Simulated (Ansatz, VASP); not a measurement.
AlN: VASP beside Ansatz

```xyz
8
Lattice="4.4025 0.0000 0.0000 0.0000 -4.4025 0.0000 0.0000 0.0000 -4.4025" Properties=species:S:1:pos:R:3 pbc="T T T"
Al   -0.2673    0.1260    0.2673
Al    2.2013   -2.2013    0.0000
Al    2.2013    0.0000   -2.2013
Al    0.0000   -2.2013   -2.2013
N     3.3019   -3.3019   -3.3019
N     1.1006   -1.1006   -3.3019
N     1.1006   -3.3019   -1.1006
N     3.3019   -1.1006   -1.1006
```

Alike in both runs: task single point; functional PBE; k mesh 6 × 6 × 6; occupations gaussian, width 0.05 eV; no spin polarisation.

|  | VASP | Ansatz |
| --- | --- | --- |
| version | VASP 6.6.1 | Ansatz 0.2.0 |
| potentials or method | VASP PAW PBE potentials, release 64 (Al, N), cutoff 520 eV | scalar-relativistic, plane waves, PAW |
| valence electrons in the cell | 32 | 32 |

VASP gave:

```
gap on the k mesh at the Fermi level (eV)                     : 2.02
least direct gap on the mesh (eV)                             : 2.03
pressure (GPa)                                                : 7.9
traceless stress, the component that is largest in VASP (GPa) : 10.02
rms of the force components (eV/Å)                            : 3.878
```

Problem. Which values does Ansatz return?

Solution. gap on the k mesh at the Fermi level (eV): 2.02; least direct gap on the mesh (eV): 2.04; pressure (GPa): 8.0; traceless stress, the component that is largest in VASP (GPa): 9.96; rms of the force components (eV/Å): 3.865.

Atom by atom the forces differ by 0.015 eV/Å (rms over components). The functional is the same, so the differences come from potentials, cutoffs and numerics.
